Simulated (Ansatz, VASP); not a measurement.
One calculation of Cr3CdN, two programs

```
Cr Cd N
1.0
     4.08187    0.00000    0.00000
    -2.04094    3.53501    0.00000
     0.00000    0.00000    6.91914
Cr Cd N
3 1 1
Cartesian
  0.0000 2.3567 0.0000
  0.0000 2.3567 4.7215
  0.0000 2.3567 2.1976
  2.0409 1.1783 0.0000
  2.0409 1.1783 3.4596
```

Alike in both runs: functional PBE; k mesh 6 × 6 × 4; occupations gaussian, width 0.1 eV; collinear spin.

Ansatz relaxed the structure, and its values are those at the end. VASP's run is a single point on that final structure, the one shown.

|  | VASP | Ansatz |
| --- | --- | --- |
| version | VASP 6.6.1 | Ansatz 0.2.0 |
| potentials or method | VASP PAW PBE potentials, release 64 (Cr_pv, Cd, N), cutoff 520 eV | scalar-relativistic, plane waves, PAW |
| valence electrons in the cell | 53 | 67 |

VASP gave:

```
gap on the k mesh at the Fermi level (eV)                     : none
pressure (GPa)                                                : 0.5
rms of the force components (eV/Å)                            : 0.030
net moment per atom (μB)                                      : 0.83
size of the moment on the site where the two differ most (μB) : 3.46
```

Q: What did Ansatz give for the same quantities?

A: gap on the k mesh at the Fermi level (eV): none; pressure (GPa): -0.1; rms of the force components (eV/Å): 0.000; net moment per atom (μB): 0.83; size of the moment on the site where the two differ most (μB): 3.02.

Site moments also hang on the region over which each program counts them. A gap of «none» marks a metal or a gap that the smearing closes. VASP's potentials hold 53 valence electrons a cell and Ansatz's 67, so a difference there can come from the potentials and not from the codes. Ansatz's warnings: seeded moment not kept.
